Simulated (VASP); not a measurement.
# MgCd2Se3 (P3m1) in VASP: notebook, part 2 of 2

VASP 6.6.1. The steps go on from the part before.

## (3) Single point, PBE

This run uses another cell than the first one, of 28.80 Å³/atom, 1.154 times its volume.

Input file INCAR:

```
PREC     = Accurate       # precision mode
ENCUT    = 520            # plane-wave cutoff, eV
EDIFF    = 1E-6           # SCF threshold, eV
ISMEAR   = 0              # smearing method
SIGMA    = 0.1            # smearing width, eV
LREAL    = F              # projectors in reciprocal space
LASPH    = T              # aspherical terms in the spheres
NELM     = 60             # most SCF steps
ALGO     = Normal         # electronic algorithm
ISIF     = 2              # what is computed and relaxed
LWAVE    = F              # write WAVECAR
LCHARG   = T              # write CHGCAR
GGA      = PE             # functional
LELF     = T              # ELF
LVHAR    = T            
NBANDS   = 56             # bands
```

Input file KPOINTS:

```
regular mesh
0
Gamma
  6 6 1
```

Input file POSCAR:

```
MgCd2Se3
1.0
    4.3417240438      0.0000000030      0.0000000000
   -2.1708620245      3.7600433167      0.0000000000
    0.0000000000      0.0000000000     21.1709357837
Mg Cd Se
2 4 6
Direct
    0.6666666667      0.3333333333      0.1691132403
    0.3333333333      0.6666666667      0.3285500083
    0.6666666667      0.3333333333      0.4951490573
    0.6666666667      0.3333333333      0.8353776334
    0.3333333333      0.6666666667      0.6652411244
    0.3333333333      0.6666666667      1.0057255608
    0.6666666667      0.3333333333      0.2919410359
    0.6666666667      0.3333333333      0.6219160206
    0.6666666667      0.3333333333      0.9622933091
    0.3333333333      0.6666666667      0.1327677301
    0.3333333333      0.6666666667      0.4515908683
    0.3333333333      0.6666666667      0.7920544314
```

Potentials or basis: VASP PAW PBE potentials, release 64 (Mg, Cd, Se).

On the command line:

```bash
cat potpaw_PBE.64/Mg/POTCAR potpaw_PBE.64/Cd/POTCAR potpaw_PBE.64/Se/POTCAR > POTCAR
mpirun -np 1 vasp_std > vasp.out
```

OUTCAR:

```text
PREC = Accurate
   ENCUT = 520
   EDIFF = 1E-6
   ISMEAR = 0
   LREAL = F
   LASPH = T
   NELM = 60
   ISIF = 2
   GGA = PE

 ion  position               nearest neighbor table
   1  0.667  0.333  0.169-   7 2.60  10 2.62  10 2.62  10 2.62
   2  0.333  0.667  0.329-  11 2.60   7 2.62   7 2.62   7 2.62
   3  0.667  0.333  0.495-  11 2.67  11 2.67  11 2.67   8 2.68
   4  0.667  0.333  0.835-  12 2.67  12 2.67  12 2.67   9 2.69
   5  0.333  0.667  0.665-   8 2.67   8 2.67   8 2.67  12 2.68
   6  0.333  0.667  0.006-   9 2.67   9 2.67   9 2.67  10 2.69
   7  0.667  0.333  0.292-   1 2.60   2 2.62   2 2.62   2 2.62
   8  0.667  0.333  0.622-   5 2.67   5 2.67   5 2.67   3 2.68
   9  0.667  0.333  0.962-   6 2.67   6 2.67   6 2.67   4 2.69
  10  0.333  0.667  0.133-   1 2.62   1 2.62   1 2.62   6 2.69
  11  0.333  0.667  0.452-   2 2.60   3 2.67   3 2.67   3 2.67
  12  0.333  0.667  0.792-   4 2.67   4 2.67   4 2.67   5 2.68

  LATTYP: Found a hexagonal cell.
 ALAT       =     4.3417240438
 C/A-ratio  =     4.8761587724

[... 194 lines left out ...]
      4     -11.2975      2.00000
      5     -11.2405      2.00000
      6     -10.9747      2.00000
[... 402 lines left out ...]
     55       6.9272      0.00000
     56       7.0001      0.00000

------------------------ aborting loop because EDIFF is reached ----------------------------------------

  FORCE on cell =-STRESS in cart. coord.  units (eV):
  Direction    XX          YY          ZZ          XY          YZ          ZX
  --------------------------------------------------------------------------------------
  -------------------------------------------------------------------------------------
  Total        0.4054732      0.4054732      0.3733722     -0.0000000     -0.0000000      0.0000000
  in kB        1.8796526      1.8796526      1.7308418     -0.0000000     -0.0000000      0.0000000
  external PRESSURE =       1.8300490 kB  Pullay stress =       0.0000000 kB

 VOLUME and BASIS-vectors are now :
 -----------------------------------------------------------------------------
  energy-cutoff  :      520.00
  volume of cell :      345.62
      direct lattice vectors                 reciprocal lattice vectors
     4.341724044  0.000000003  0.000000000     0.230323252  0.132977192  0.000000000
    -2.170862024  3.760043317  0.000000000    -0.000000000  0.265954383  0.000000000
     0.000000000  0.000000000 21.170935784     0.000000000  0.000000000  0.047234568

 POSITION                                       TOTAL-FORCE (eV/Angst)
 -----------------------------------------------------------------------------------
      2.17086      1.25335      3.58029        -0.000000     -0.000000      0.010918
     -0.00000      2.50670      6.95571         0.000000      0.000000     -0.001434
      2.17086      1.25335     10.48277        -0.000000      0.000000     -0.007304
      2.17086      1.25335     17.68573         0.000000      0.000000     -0.004517
     -0.00000      2.50670     14.08378        -0.000000      0.000000     -0.013065
     -0.00000      2.50670      0.12122        -0.000000      0.000000      0.024957
      2.17086      1.25335      6.18066        -0.000000      0.000000     -0.010023
      2.17086      1.25335     13.16654         0.000000      0.000000      0.008557
      2.17086      1.25335     20.37265         0.000000      0.000000     -0.003959
     -0.00000      2.50670      2.81082         0.000000     -0.000000      0.015190
     -0.00000      2.50670      9.56060         0.000000      0.000000     -0.031788
     -0.00000      2.50670     16.76853        -0.000000     -0.000000      0.012467
 -----------------------------------------------------------------------------------
    total drift:                               -0.000000     -0.000000     -0.002364

  FREE ENERGIE OF THE ION-ELECTRON SYSTEM (eV)
  ---------------------------------------------------
  free  energy   TOTEN  =       -36.9897948220 eV

  energy  without entropy=      -36.9897948220  energy(sigma->0) =      -36.98979482
```

stdout:

```text
POSCAR found type information on POSCAR MgCdSe
 POSCAR found :  3 types and      12 ions
 scaLAPACK will be used
 LDA part: xc-table for (Slater+PW92), standard interpolation
 POSCAR, INCAR and KPOINTS ok, starting setup
 FFT: planning ... GRIDC
 FFT: planning ... GRID_SOFT
 FFT: planning ... GRID
 WAVECAR not read
 entering main loop
```

Wall time 5.9 min (1 thread of AMD EPYC 7R13, shared host); peak memory 0.43 GiB.

Results:

```yaml
Free_energy: -36.9898 eV
Pressure: 0.2 GPa
Largest_force: 0.032 eV/Å
Band_gap_on_the_k_mesh: 0.91 eV, direct
```

Forces in eV/Å, atoms in the order of the input:
```
Mg   0.000  0.000  0.011
Mg   0.000  0.000 -0.001
Cd   0.000  0.000 -0.007
Cd   0.000  0.000 -0.005
Cd   0.000  0.000 -0.013
Cd   0.000  0.000  0.025
Se   0.000  0.000 -0.010
Se   0.000  0.000  0.009
Se   0.000  0.000 -0.004
Se   0.000  0.000  0.015
Se   0.000  0.000 -0.032
Se   0.000  0.000  0.012
```

Levels at points of the mesh, in eV from the valence-band top:
```csv
k point,band 40,band 41,band 42,band 43,band 44,band 45,band 46,band 47,band 48,band 49
"(0.00, 0.00, 0.00)",-0.19,-0.18,-0.18,0.00,0.00,0.91,2.04,2.24,2.34,2.84
"(0.50, 0.00, 0.00)",-1.11,-1.10,-1.03,-0.97,-0.71,2.69,2.82,3.27,3.37,3.57
```

## (4) Single point, PBE

This run uses another cell than the first one, of 28.81 Å³/atom, 1.154 times its volume.

Input file INCAR:

```
SYSTEM = MgCd2Se3
PREC = Accurate
ENCUT = 520
EDIFF = 1E-7
ISMEAR = 0
SIGMA = 0.02
LREAL = .FALSE.
LASPH = .TRUE.
NELM = 100
ALGO = Normal
ISIF = 2
LWAVE = .FALSE.
LCHARG = .TRUE.
GGA = PE
LELF = .TRUE.
LVHAR = .TRUE.
NBANDS = 56
```

Input file KPOINTS:

```
Automatic mesh
0
G
  6 6 2
  0 0 0
```

Input file POSCAR:

```
MgCd2Se3
1.0
    4.3435967663      0.0000000000      0.0000000000
   -2.1717983832      3.7616651434      0.0000000000
    0.0000000000      0.0000000000     21.1619985804
Mg Cd Se
2 4 6
Direct
    0.6666666667      0.3333333333      0.1691192991
    0.3333333333      0.6666666667      0.3283903503
    0.6666666667      0.3333333333      0.4949998741
    0.6666666667      0.3333333333      0.8353789299
    0.3333333333      0.6666666667      0.6651304540
    0.3333333333      0.6666666667      0.0059276031
    0.6666666667      0.3333333333      0.2918928072
    0.6666666667      0.3333333333      0.6219267737
    0.6666666667      0.3333333333      0.9624153843
    0.3333333333      0.6666666667      0.1328692576
    0.3333333333      0.6666666667      0.4515126503
    0.3333333333      0.6666666667      0.7921566363
```

On the command line:

```bash
cat potpaw_PBE.64/Mg/POTCAR potpaw_PBE.64/Cd/POTCAR potpaw_PBE.64/Se/POTCAR > POTCAR
mpirun -np 1 vasp_std > vasp.out
```

Run time: 11 min. Hardware: 1 thread of AMD EPYC 7R13, shared host; peak memory 0.49 GiB.

It converged, with:

| Item | Value |
| --- | --- |
| Free energy | -36.9959 eV |
| Pressure | 0.2 GPa |
| Largest force | 0.033 eV/Å |
| Band gap on the k mesh | 0.91 eV, direct |

Forces in eV/Å, atoms in the order of the input:
```
Mg   0.000  0.000  0.003
Mg   0.000  0.000  0.002
Cd   0.000  0.000  0.001
Cd   0.000  0.000  0.002
Cd   0.000  0.000  0.003
Cd   0.000  0.000  0.001
Se   0.000  0.000 -0.001
Se   0.000  0.000 -0.002
Se   0.000  0.000 -0.001
Se   0.000  0.000  0.028
Se   0.000  0.000 -0.033
Se   0.000  0.000 -0.002
```

Levels at points of the mesh, in eV from the valence-band top:
| k point | band 40 | band 41 | band 42 | band 43 | band 44 | band 45 | band 46 | band 47 | band 48 | band 49 |
| --- | --- | --- | --- | --- | --- | --- | --- | --- | --- | --- |
| (0.00, 0.00, 0.00) | -0.19 | -0.18 | -0.18 | 0.00 | 0.00 | 0.91 | 2.04 | 2.24 | 2.33 | 2.83 |
| (0.50, 0.00, 0.00) | -1.11 | -1.09 | -1.02 | -0.97 | -0.71 | 2.69 | 2.83 | 3.27 | 3.37 | 3.56 |
| (0.00, 0.00, 0.50) | -0.38 | -0.17 | -0.17 | 0.00 | 0.00 | 1.25 | 1.67 | 2.31 | 2.37 | 2.86 |
| (0.50, 0.00, 0.50) | -1.25 | -1.21 | -1.11 | -0.89 | -0.73 | 2.85 | 2.91 | 3.00 | 3.40 | 3.53 |

## (5) Overview

| cell | k mesh | smearing | gap on the mesh (eV) | pressure (GPa) | largest force (eV/Å) |
| --- | --- | --- | --- | --- | --- |
| a = 4.134, b = 4.134, c = 20.234 Å, angles 90.0, 90.0, 120.0°, 12 atoms | 6 × 6 × 1 | gaussian 0.1 eV | 1.28 | 9.6 | 0.76 |
| a = 4.342, b = 4.342, c = 21.171 Å, angles 90.0, 90.0, 120.0°, 12 atoms | 6 × 6 × 1 | gaussian 0.1 eV | 0.91 | 0.2 | 0.03 |
| a = 4.344, b = 4.344, c = 21.162 Å, angles 90.0, 90.0, 120.0°, 12 atoms | 6 × 6 × 2 | gaussian 0.02 eV | 0.91 | 0.2 | 0.03 |

Alike in all rows: task single point; level PBE; potentials or basis VASP PAW PBE potentials, release 64 (Mg, Cd, Se); no spin polarisation; cutoff (eV) 520.

Total energies depend on the potentials used, so only differences within one code and one set of settings carry meaning.
